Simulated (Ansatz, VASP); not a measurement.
One calculation of In, two programs

The input INCAR:

```
SYSTEM = In
PREC = Accurate ; ENCUT = 520
EDIFF = 1E-7 ; ISMEAR = -1
SIGMA = 0.1 ; LREAL = .FALSE.
LASPH = .TRUE. ; NELM = 60
ALGO = Normal ; ISIF = 2
LWAVE = .FALSE. ; LCHARG = .FALSE.
GGA = B5 ; ALDAX = 1.0
AGGAX = 1.0 ; AGGAC = 1.0
ALDAC = 0.0 ; NBANDS = 12
```

Contents of KPOINTS:

```
Automatic mesh
0
G
  16 16 16
  0 0 0
```

POSCAR

```
In
1.0
    3.1702429643      0.0000000000      0.0000000000
    0.0000000000      3.1702429643      0.0000000000
    0.0000000000      0.0000000000      3.1702429643
In
1
Direct
    0.0000000000      0.0000000000      0.0000000000
```

Input for Ansatz:

```yaml
crystal:
  lattice:
    - [3.1702429643, 0.0, 0.0]
    - [0.0, 3.1702429643, 0.0]
    - [0.0, 0.0, 3.1702429643]
  atoms:
    - { symbol: In, position: [0.0, 0.0, 0.0] }
hamiltonian:
  xc: blyp
  pseudopotentials:
    kind: paw
    azcp:
      In: "pseudopotentials/In.paw.azcp"
basis:
  ecutwfc: 420
  fft_grid_basis: typed
kpoints:
  mp_grid: { grid: [16, 16, 16], shift: [0, 0, 0] }
magnetization:
  spin_polarized: false
scf:
  occupations: { method: fermi_dirac, width: 0.1 }
output:
  stress: true
  write_density: true
  write_potential: true
  elf: true
  volumetric_format: npy
```

Alike in both runs: task single point; functional BLYP; k mesh 16 × 16 × 16; occupations fermi-dirac, width 0.1 eV; no spin polarisation.

```csv
,VASP,Ansatz
version,VASP 6.6.1,Ansatz 0.2.0
potentials or method,"VASP PAW PBE potentials, release 64 (In_d), cutoff 520 eV","plane waves (420 eV) with PAW, scalar-relativistic"
valence electrons in the cell,13,13
```

|  | VASP | Ansatz | Ansatz less VASP |
| --- | --- | --- | --- |
| pressure (GPa) | 1.0 | 1.0 | +0.03 |

VASP's potentials were made for PBE, not for BLYP.
